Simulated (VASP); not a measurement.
# Ge in VASP: notebook

The runs below take Ge through single point, with PBE+D3(BJ).

All numbers are computed with VASP 6.6.1; they aren't measurements. Logs are shortened: lines on timing, memory, paths and dates and some standing lists are left out, and cuts for length are marked.

### 1 The cell of the first run

The cell holds a slab with vacuum, 4 atoms: a = 4.023 Å, b = 4.023 Å, c = 18.869 Å, α = 90.00°, β = 90.00°, γ = 120.00°.

### 2 Single point, PBE+D3(BJ) (layers slid over each other)

INCAR reads:

```
PREC = Accurate
ENCUT = 520
EDIFF = 1E-7
ISMEAR = 0
SIGMA = 0.1
LREAL = F
LASPH = T
NELM = 100
ALGO = Normal
ISIF = 2
LWAVE = F
LCHARG = T
LDIPOL = T
IDIPOL = 3
DIPOL = 0.5 0.5 0.377
GGA = PE
IVDW = 12
LELF = T
LVHAR = T
LVACPOTAV = T
NBANDS = 36
```

KPOINTS reads:

```
Automatic mesh
0
Gamma
  9 9 1
```

POSCAR reads:

```
Ge
1.0
    4.0226895311      0.0000000000      0.0000000000
   -2.0113447656      3.4837513255      0.0000000000
    0.0000000000      0.0000000000     18.8685220517
Ge
4
Direct
    0.3333333333      0.6666666667      0.2747571332
    0.6666666667      0.3333333333      0.2384924472
    0.6666666667      0.5555555556      0.5150653573
    0.3333333333      0.8888888889      0.4788006714
```

Potentials or basis: VASP PAW PBE potentials, release 64 (Ge_d).

Launch:

```console
> cat potpaw_PBE.64/Ge_d/POTCAR > POTCAR
> mpirun -np 1 vasp_std > vasp.out
```

OUTCAR:

```text
PREC = Accurate
   ENCUT = 520
   EDIFF = 1E-7
   ISMEAR = 0
   LREAL = F
   LASPH = T
   NELM = 100
   ISIF = 2
   GGA = PE
   IVDW = 12
 IVDW          = 12

 ion  position               nearest neighbor table
   1  0.333  0.667  0.275-   2 2.42   2 2.42   2 2.42
   2  0.667  0.333  0.238-   1 2.42   1 2.42   1 2.42
   3  0.667  0.556  0.515-   4 2.42   4 2.42   4 2.42
   4  0.333  0.889  0.479-   3 2.42   3 2.42   3 2.42

  LATTYP: Found a hexagonal cell.
 ALAT       =     4.0226895311
 C/A-ratio  =     4.6905240650

  Lattice vectors:

 A1 = (   4.0226895311,   0.0000000000,   0.0000000000)
 A2 = (  -2.0113447656,   3.4837513255,   0.0000000000)
 A3 = (   0.0000000000,   0.0000000000,  18.8685220517)

Analysis of symmetry for initial positions (statically):
=====================================================================
 Subroutine PRICEL returns:
 Original cell was already a primitive cell.

 Routine SETGRP: Setting up the symmetry group for a
 hexagonal supercell.

 Subroutine GETGRP returns: Found  2 space group operations
 (whereof  1 operations were pure point group operations)
 out of a pool of 24 trial point group operations.

The static configuration has the point symmetry C_1 .
 The point group associated with its full space group is C_2 .

Analysis of symmetry for dynamics (positions and initial velocities):
=====================================================================
 Subroutine PRICEL returns:
 Original cell was already a primitive cell.

 Routine SETGRP: Setting up the symmetry group for a
 hexagonal supercell.

 Subroutine GETGRP returns: Found  2 space group operations
 (whereof  1 operations were pure point group operations)
 out of a pool of 24 trial point group operations.

The dynamic configuration has the point symmetry C_1 .
 The point group associated with its full space group is C_2 .

 Subroutine INISYM returns: Found  2 space group operations
 (whereof  1 operations are pure point group operations),
 and found     1 'primitive' translations

----------------------------------------------------------------------------------------

                                     Primitive cell

  volume of cell :     264.4244

  direct lattice vectors                    reciprocal lattice vectors
     4.022689531  0.000000000  0.000000000     0.248589903  0.143523447  0.000000000
    -2.011344766  3.483751326  0.000000000     0.000000000  0.287046895  0.000000000
     0.000000000  0.000000000 18.868522052     0.000000000  0.000000000  0.052998322

  length of vectors
     4.022689531  4.022689531 18.868522052     0.287046895  0.287046895  0.052998322

  position of ions in fractional coordinates (direct lattice)
     0.333333333  0.666666667  0.274757133
     0.666666667  0.333333333  0.238492447
     0.666666667  0.555555556  0.515065357
     0.333333333  0.888888889  0.478800671

  ion indices of the primitive-cell ions
   primitive index   ion index
                 1           1
                 2           2
                 3           3
                 4           4

----------------------------------------------------------------------------------------

 KPOINTS: Automatic mesh

Automatic generation of k-mesh.
 Grid dimensions read from file:
 generate k-points for:    9    9    1

 Generating k-lattice:

  Cartesian coordinates                     Fractional coordinates (reciprocal lattice)
     0.027621100  0.015947050  0.000000000     0.111111111 -0.000000000  0.000000000
     0.000000000  0.031894099  0.000000000     0.000000000  0.111111111  0.000000000
     0.000000000  0.000000000  0.052998322     0.000000000  0.000000000  1.000000000

  Length of vectors
     0.031894099  0.031894099  0.052998322

  Shift w.r.t. Gamma in fractional coordinates (k-lattice)
     0.000000000  0.000000000  0.000000000

 Subroutine IBZKPT returns following result:
 ===========================================

 Found     25 irreducible k-points:

 Following reciprocal coordinates:
            Coordinates               Weight
  0.000000  0.000000  0.000000      1.000000
  0.111111  0.000000  0.000000      2.000000
  0.000000  0.111111  0.000000      4.000000
  0.222222 -0.000000  0.000000      2.000000
  0.000000  0.222222  0.000000      4.000000
  0.333333  0.000000  0.000000      2.000000
[... 16 lines left out ...]
 -0.222222 -0.444444  0.000000      4.000000
  0.444444  0.333333  0.000000      4.000000
   k-points           NKPTS =     25   k-points in BZ     NKDIM =     25   number of bands    NBANDS=     36
   number of dos      NEDOS =    301   number of ions     NIONS =      4
   total plane-waves  NPLWV = 126000
   dimension x,y,z NGX =    30 NGY =   30 NGZ =  140
   dimension x,y,z NGXF=    60 NGYF=   60 NGZF=  280
   ions per type =               4
   NGX,Y,Z   is equivalent  to a cutoff of  12.40, 12.40, 12.34 a.u.
   NGXF,Y,Z  is equivalent  to a cutoff of  24.80, 24.80, 24.67 a.u.
 SYSTEM =  unknown system
   PREC   = accura    normal or accurate (medium, high low for compatibility)
   ISTART =      0    job   : 0-new  1-cont  2-samecut
   ICHARG =      2    charge: 1-file 2-atom 10-const
   ISPIN  =      1    spin polarized calculation?
   LNONCOLLINEAR =      F non collinear calculations
   LSORBIT =      F    spin-orbit coupling
   LASPH  =      T    aspherical Exc in radial PAW
   ENCUT  =  520.0 eV  38.22 Ry    6.18 a.u.   7.48  7.48 35.08*2*pi/ulx,y,z
   NELM   =    100;   NELMIN=  2; NELMDL= -5     # of ELM steps
   EDIFF  = 0.1E-06   stopping-criterion for ELM
   LREAL  =      F    real-space projection
   EDIFFG = 0.1E-05   stopping-criterion for IOM
   NSW    =      0    number of steps for IOM
   IBRION =     -1    ionic relax: 0-MD 1-quasi-New 2-CG
   NFREE  =      0    steps in history (QN), initial steepest desc. (CG)
   ISIF   =      2    stress and relaxation
   ISYM   =      2    0-nonsym 1-usesym 2-fastsym
   POTIM  = 0.5000    time-step for ionic-motion
   TEBEG  =    0.0;   TEEND  =   0.0 temperature during run
   PSTRESS=    0.0 pullay stress
   NELECT =      56.0000    total number of electrons
   NUPDOWN=      -1.0000    fix difference up-down
   EMIN   =  10.00;   EMAX   =-10.00  energy-range for DOS
   EFERMI =   0.00;   METHOD = LEGACY
   ISMEAR =     0;   SIGMA  =   0.10  broadening in eV -4-tet -1-fermi 0-gaus
   EFERMI_NEDOS =   21; number of points for ismear=-14 and -15
   IALGO  =     38    algorithm
   IMIX   =      4    mixing-type and parameters
     AMIX     =   0.40;   BMIX     =  1.00
     AMIX_MAG =   1.60;   BMIX_MAG =  1.00
  volume/ion in A,a.u.               =      66.11       446.11
  Fermi-wavevector in a.u.,A,eV,Ry     =   0.975821  1.844035 12.955840  0.952227
  Thomas-Fermi vector in A             =   2.106391
   LORBIT       =      0    0 simple, 1 ext, 2 COOP (PROOUT), +10 PAW based schemes
   GGA     = PE    functional components
   LHFCALC =     F    Hartree Fock is set to
   AEXX    =    0.0000 exact exchange contribution
   IVDW    =    12    specifies the selected vdW correction
   LEPSILON=     F    determine dielectric tensor
   LRPA    =     F    only Hartree local field effects (RPA)
 non-spin polarized calculation
 Gauss-broadening in eV      SIGMA  =   0.10
  energy-cutoff  :      520.00
  volume of cell :      264.42
 maximum number of plane-waves:      7165
 NGX is ok and might be reduce to    30
   NGX = 15   NGY = 15   NGZ = 71

 dipolmoment           0.000000      0.000000      0.000017 electrons x Angstroem

 number of electron      55.9999992 magnetization

 dipolmoment           0.000000      0.000000     -0.000003 electrons x Angstroem

 Free energy of the ion-electron system (eV)
  ---------------------------------------------------
  ext. energy  EPLUGINS =         0.00000000
  ---------------------------------------------------
  free energy    TOTEN  =       -16.20195602 eV

  energy without entropy =      -16.20187233  energy(sigma->0) =      -16.20191417

 E-fermi :  -1.3552     XC(G=0):  -4.4015

 val. band max:       -1.5425842603   @ k =   0.3333   0.3333   0.0000
 cond. band min:      -1.1674397861   @ k =   0.3333   0.3333   0.0000
 fundamental gap:      0.3751444741
 Fermi energy:        -1.3551888503

 k-point     1 :       0.0000    0.0000    0.0000
  band No.  band energies     occupation
      1     -25.8596      2.00000
      2     -25.8595      2.00000
      3     -25.8594      2.00000
      4     -25.8593      2.00000
      5     -25.8092      2.00000
      6     -25.8091      2.00000
[... 28 lines left out ...]
     35       2.5660      0.00000
     36       2.6088      0.00000

 k-point     2 :       0.1111    0.0000    0.0000
  band No.  band energies     occupation
      1     -25.8659      2.00000
      2     -25.8657      2.00000
      3     -25.8642      2.00000
      4     -25.8642      2.00000
      5     -25.8215      2.00000
      6     -25.8207      2.00000
[... 28 lines left out ...]
     35       3.0449      0.00000
     36       3.0778      0.00000

 k-point     3 :       0.0000    0.1111    0.0000
  band No.  band energies     occupation
      1     -25.8661      2.00000
      2     -25.8658      2.00000
      3     -25.8642      2.00000
      4     -25.8640      2.00000
      5     -25.8216      2.00000
      6     -25.8206      2.00000
[... 28 lines left out ...]
     35       3.0110      0.00000
     36       3.1117      0.00000
[... 742 lines left out ...]
 k-point    23 :      -0.2222   -0.4444    0.0000
  band No.  band energies     occupation
      1     -25.8985      2.00000
      2     -25.8984      2.00000
      3     -25.8694      2.00000
      4     -25.8687      2.00000
      5     -25.8614      2.00000
      6     -25.8607      2.00000
[... 28 lines left out ...]
     35       4.3608      0.00000
     36       5.2971      0.00000

 k-point    24 :       0.4444    0.3333    0.0000
  band No.  band energies     occupation
      1     -25.8985      2.00000
      2     -25.8984      2.00000
      3     -25.8693      2.00000
      4     -25.8687      2.00000
      5     -25.8613      2.00000
      6     -25.8608      2.00000
[... 28 lines left out ...]
     35       4.3465      0.00000
     36       5.3159      0.00000

 [... further k-points ...]

------------------------ aborting loop because EDIFF is reached ----------------------------------------

 Edisp (eV)   -0.80417

 E8    (eV) :    -0.3690

  FORCE on cell =-STRESS in cart. coord.  units (eV):
  Direction    XX          YY          ZZ          XY          YZ          ZX
  --------------------------------------------------------------------------------------
  -------------------------------------------------------------------------------------
  Total      -0.21041    -0.20158    -0.72720    -0.00764     0.04103    -0.02369
  in kB      -1.27487    -1.22142    -4.40618    -0.04629     0.24862    -0.14354
  external pressure =       -2.30 kB  Pullay stress =        0.00 kB

 VOLUME and BASIS-vectors are now :
 -----------------------------------------------------------------------------
  energy-cutoff  :      520.00
  volume of cell :      264.42
      direct lattice vectors                 reciprocal lattice vectors
     4.022689531  0.000000000  0.000000000     0.248589903  0.143523447  0.000000000
    -2.011344766  3.483751326  0.000000000     0.000000000  0.287046895  0.000000000
     0.000000000  0.000000000 18.868522052     0.000000000  0.000000000  0.052998322

 POSITION                                       TOTAL-FORCE (eV/Angst)
 -----------------------------------------------------------------------------------
     -0.00000      2.32250      5.18426         0.000209      0.000655      0.176059
      2.01134      1.16125      4.50000         0.004186     -0.008267     -0.000084
      1.56438      1.93542      9.71852        -0.005067      0.007759      0.000084
     -0.44697      3.09667      9.03426         0.000672     -0.000147     -0.176059
 -----------------------------------------------------------------------------------
    total drift:                               -0.000135      0.000250     -0.000070

  FREE ENERGIE OF THE ION-ELECTRON SYSTEM (eV)
  ---------------------------------------------------
  free  energy   TOTEN  =       -17.0061221369 eV

  energy  without entropy=      -17.0060384562  energy(sigma->0) =      -17.00608030

 vacuum level on the upper side and lower side of the slab         3.137         3.138
```

It took 6.7 min on 1 thread of Intel Xeon Platinum 8259CL at 2.50GHz (Skylake/Cascade Lake), shared host; peak memory 0.45 GiB.

Results:

- Free energy: -17.0061 eV
- Largest force: 0.176 eV/Å
- Band gap on the k mesh: 0.38 eV
- Dispersion energy per atom: -0.201 eV

Forces in eV/Å, atoms in the order of the input:
```
Ge   0.000  0.001  0.176
Ge   0.004 -0.008  0.000
Ge  -0.005  0.008  0.000
Ge   0.001  0.000 -0.176
```

Levels at points of the mesh, in eV from the valence-band top:
| k point | band 26 | band 27 | band 28 | band 29 | band 30 | band 31 |
| --- | --- | --- | --- | --- | --- | --- |
| (0.00, 0.00, 0.00) | -0.26 | -0.25 | -0.23 | 0.68 | 0.87 | 2.15 |

Caveat: the cell differs from its parent crystal (layers slid over each other).

### 3 Single point, PBE+D3(BJ) (layers slid over each other)

INCAR reads:

```
SYSTEM = Ge
ALGO = Normal ; DIPOL = 0.5 0.5 0.377
EDIFF = 1E-6 ; ENCUT = 520
GGA = PE ; IDIPOL = 3
ISIF = 2 ; ISMEAR = 0
IVDW = 12 ; LASPH = .TRUE.
LCHARG = .FALSE. ; LDIPOL = .TRUE.
LREAL = .FALSE. ; LWAVE = .FALSE.
NBANDS = 36 ; NELM = 80
PREC = Accurate ; SIGMA = 0.1
```

KPOINTS reads:

```
k-points
0
G
  9 9 1
  0 0 0
```

POSCAR, as its differences from that of step 2:

```diff
@@ -10,3 +10,3 @@
     0.6666666667      0.3333333333      0.2384924472
-    0.6666666667      0.5555555556      0.5150653573
-    0.3333333333      0.8888888889      0.4788006714
+    0.6666666667      0.7777777778      0.5150653573
+    0.3333333333      1.1111111111      0.4788006714
```

Potentials or basis: VASP PAW PBE potentials, release 64 (Ge_d).

Launch:

```console
> cat potpaw_PBE.64/Ge_d/POTCAR > POTCAR
> mpirun -np 1 vasp_std > vasp.out
```

Wall time 5.7 min (1 thread of Intel Xeon Platinum 8259CL at 2.50GHz (Skylake/Cascade Lake), shared host); peak memory 0.45 GiB.

The run converged. Its results:

```yaml
Free_energy: -17.0086 eV
Largest_force: 0.172 eV/Å
Band_gap_on_the_k_mesh: 0.25 eV
Dispersion_energy_per_atom: -0.201 eV
```

Forces on the atoms (eV/Å):
```
Ge  -0.002  0.002  0.172
Ge   0.001 -0.001  0.020
Ge   0.000  0.002 -0.020
Ge   0.001 -0.003 -0.172
```

Levels at points of the mesh, in eV from the valence-band top:
| k point | band 25 | band 26 | band 27 | band 28 | band 29 | band 30 | band 31 | band 32 |
| --- | --- | --- | --- | --- | --- | --- | --- | --- |
| (0.00, 0.00, 0.00) | -0.34 | -0.31 | -0.29 | -0.27 | 0.65 | 0.79 | 2.16 | 3.47 |

Caveat: the cell differs from its parent crystal (layers slid over each other).

### 4 Single point, PBE+D3(BJ) (layers slid over each other)

INCAR reads:

```
PREC = Accurate
ENCUT = 520
EDIFF = 1E-6
ISMEAR = 0
SIGMA = 0.1
LREAL = F
LASPH = T
NELM = 100
ALGO = Normal
ISIF = 2
LWAVE = F
LCHARG = T
LDIPOL = T
IDIPOL = 3
DIPOL = 0.5 0.5 0.377
GGA = PE
IVDW = 12
LELF = T
LVHAR = T
LVACPOTAV = T
NBANDS = 36
```

KPOINTS reads:

```
regular mesh
0
Gamma
  9 9 1
```

POSCAR, as its differences from that of step 3:

```diff
@@ -10,3 +10,3 @@
     0.6666666667      0.3333333333      0.2384924472
-    0.6666666667      0.7777777778      0.5150653573
-    0.3333333333      1.1111111111      0.4788006714
+    0.6666666667      1.0000000000      0.5150653573
+    0.3333333333      1.3333333333      0.4788006714
```

Launch:

```console
> cat potpaw_PBE.64/Ge_d/POTCAR > POTCAR
> mpirun -np 1 vasp_std > vasp.out
```

It took 6.9 min on 1 thread of Intel Xeon Platinum 8259CL at 2.50GHz (Skylake/Cascade Lake), shared host; peak memory 0.44 GiB.

It converged, with:

```
Free energy                : -17.0087 eV
Largest force              : 0.176 eV/Å
Band gap on the k mesh     : 0.33 eV
Dispersion energy per atom : -0.201 eV
```

Forces on the atoms (eV/Å):
```
Ge   0.002 -0.003  0.176
Ge  -0.003  0.005  0.012
Ge   0.003 -0.005 -0.012
Ge  -0.002  0.003 -0.176
```

Levels at points of the mesh, in eV from the valence-band top:
```
           k point  band 26  band 27  band 28  band 29  band 30  band 31
(0.00, 0.00, 0.00)    -0.29    -0.26    -0.25     0.67     0.83     2.17
```

Caveat: the cell differs from its parent crystal (layers slid over each other).

### 5 The runs side by side

```csv
cell,gap on the mesh (eV),largest force (eV/Å)
"as given, atomic positions A",0.38,0.18
"as given, atomic positions B",0.25,0.17
"as given, atomic positions C",0.33,0.18
```

Alike in all rows: task single point; level PBE+D3(BJ); potentials or basis VASP PAW PBE potentials, release 64 (Ge_d); no spin polarisation; k mesh 9 × 9 × 1; cutoff (eV) 520; smearing gaussian 0.1 eV.

Absolute energies hang on the potentials; compare differences alone.
